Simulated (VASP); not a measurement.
## Fe5Pt: single point with PBE

Crystal: Fe5Pt.

```
Fe Pt
1.0
     2.68630    0.00000    0.00000
    -1.34315    2.32641    0.00000
     0.00000    0.00000   12.34414
Fe Pt
5 1
Direct
  0.33333 0.66667 0.82139
  0.66667 0.33333 0.65890
  0.00000 0.00000 0.50000
  0.33333 0.66667 0.34110
  0.66667 0.33333 0.17861
  0.00000 0.00000 0.00000
```

| Property | Result |
| --- | --- |
| Program | VASP 6.6.1 |
| Task | single point |
| Functional | PBE |
| Potentials or basis | VASP PAW PBE potentials, release 64 (Fe, Pt) |
| Cutoff | 600 eV |
| k mesh | 18 × 18 × 4 |
| Occupations | tetrahedron |
| Spin | collinear spin, ferromagnetic start |
| Starting moments | [3.12, 2.91, 2.79, 2.91, 3.12, 0.35] μB |
| Dipole correction | no |
| Further INCAR settings | ALGO = Normal; EDIFF = 1e-06; NBANDS = 38 |

* Pressure: -0.6 GPa
* Largest force: 0.022 eV/Å
* Net moment: 13.56 μB per cell
* Site moments: Fe +2.79, +2.60, +2.48 (each value once); Pt +0.27 μB
* Valence electrons inside the program's atomic spheres: Fe 7.04, 7.12, 7.15 (each value once); Pt 9.47

Forces in eV/Å, atoms in the order of the input:
```
Fe   0.000  0.000 -0.014
Fe   0.000  0.000 -0.022
Fe   0.000  0.000  0.000
Fe   0.000  0.000  0.022
Fe   0.000  0.000  0.014
Pt   0.000  0.000  0.000
```

Levels at points of the mesh, in eV from the Fermi level:
Spin up:
```
           k point  band 29  band 30  band 31  band 32  band 33  band 34  band 35  band 36  band 37  band 38
(0.00, 0.00, 0.00)    -1.47    -1.10    -1.10    -1.00    -1.00    -0.38    -0.38     0.45     6.45    10.77
(0.50, 0.00, 0.00)    -0.44    -0.22     0.20     1.30     1.70     1.91     2.36     2.67     5.44     6.22
(0.00, 0.00, 0.50)    -1.43    -1.43    -0.99    -0.75    -0.75    -0.43    -0.43    -0.36     7.77     8.27
(0.50, 0.00, 0.50)    -0.27     0.20     0.51     0.64     1.74     2.13     2.25     2.70     5.55     5.75
```
Spin down:
```tsv
k point	band 15	band 16	band 17	band 18	band 19	band 20	band 21	band 22
(0.00, 0.00, 0.00)	-0.24	-0.08	-0.08	-0.07	-0.07	0.01	0.05	0.05
(0.50, 0.00, 0.00)	-0.36	-0.19	-0.04	0.05	0.11	0.41	0.47	1.04
(0.00, 0.00, 0.50)	-0.11	-0.11	-0.11	0.04	0.05	0.05	0.15	0.15
(0.50, 0.00, 0.50)	-0.45	-0.42	-0.01	0.23	0.44	0.47	0.71	0.95
```

Wall time 11 min on 4 MPI ranks on Intel(R) Xeon(R) Platinum 8259CL CPU @ 2.50GHz (Skylake/Cascade Lake), with other jobs on the host, peak memory 0.8 GiB a rank.

Caveat: spin-orbit coupling is left out, which moves the levels of the heavy elements; tetrahedron occupations give inexact forces and stress in metals.
